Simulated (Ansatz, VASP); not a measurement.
# One calculation of GaP, two programs

Contents of INCAR:

```
  PREC = Accurate
  ENCUT = 500
  EDIFF = 1E-6
  ISMEAR = 0
  SIGMA = 0.01
  LREAL = False
  LASPH = True
  NELM = 120
  ALGO = Normal
  ISIF = 2
  LWAVE = False
  LCHARG = False
  GGA = PS
  NBANDS = 26
  GGA_COMPAT = False
```

Contents of KPOINTS:

```
regular mesh
0
Gamma
  4 4 4
```

POSCAR

```
GaP
1.0
    1.9430200000      1.1218000000      6.4308100000
   -1.9430200000      1.1218000000      6.4308100000
    0.0000000000     -2.2436000000      6.4308100000
Ga P
2 2
Direct
    0.4353700000      0.4353700000      0.4353700000
    0.5646300000      0.5646300000      0.5646300000
    0.0573900000      0.0573900000      0.0573900000
    0.9426100000      0.9426100000      0.9426100000
```

Input for Ansatz:

```yaml
crystal:
  lattice:
    - [1.94302, 1.1218, 6.43081]
    - [-1.94302, 1.1218, 6.43081]
    - [0.0, -2.2436, 6.43081]
  atoms:
    - { symbol: Ga, position: [0.43537, 0.43537, 0.43537] }
    - { symbol: Ga, position: [0.56463, 0.56463, 0.56463] }
    - { symbol: P, position: [0.05739, 0.05739, 0.05739] }
    - { symbol: P, position: [0.94261, 0.94261, 0.94261] }
basis:
  ecutwfc: 476.19925930478996
kpoints:
  mp_grid:
    grid: [4, 4, 4]
hamiltonian:
  xc: pbesol
scf:
  occupations:
    method: fixed
output:
  eigenvalues: true
```

Alike in both runs: task single point; functional PBEsol; k mesh 4 × 4 × 4; no spin polarisation.

|  | VASP | Ansatz |
| --- | --- | --- |
| version | VASP 6.6.1 | Ansatz 0.2.0 |
| potentials or method | VASP PAW PBE potentials, release 64 (Ga_d, P), cutoff 500 eV | plane waves, PAW |
| occupations | gaussian, width 0.01 eV | fixed |
| valence electrons in the cell | 36 | 36 |

|  | VASP | Ansatz | Ansatz less VASP |
| --- | --- | --- | --- |
| gap on the k mesh at the Fermi level (eV) | 0.73 | 0.72 | -0.011 |

VASP's potentials were made for PBE, not for PBEsol.

The k mesh is coarse, so the values compare programs but aren't converged.
